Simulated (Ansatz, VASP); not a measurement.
**One calculation of TlBr, two programs**

```
Tl Br
1.0
     3.91452    0.00000    0.00000
     0.00000    3.91452    0.00000
     0.00000    0.00000    3.91452
Tl Br
1 1
Direct
  0.00000 0.00000 0.00000
  0.50000 0.50000 0.50000
```

Alike in both runs: functional PBEsol; k mesh 12 × 12 × 12; occupations fermi-dirac, width 0.08 eV; no spin polarisation.

Ansatz relaxed the structure, and its values are those at the end. VASP's run is a single point on that final structure, the one shown.

```csv
,VASP,Ansatz
version,VASP 6.6.1,Ansatz 0.2.0
potentials or method,"VASP PAW PBE potentials, release 64 (Tl_d, Br)","PAW with Ansatz's default frozen-core files, scalar-relativistic"
plane-wave cutoff (eV),500,420
valence electrons in the cell,20,20
```

```tsv
	VASP	Ansatz	Ansatz less VASP
pressure (GPa)	0.0	0.0	+0.03
```

VASP's potentials were made for PBE, not for PBEsol.

Neither program's run includes spin-orbit coupling.
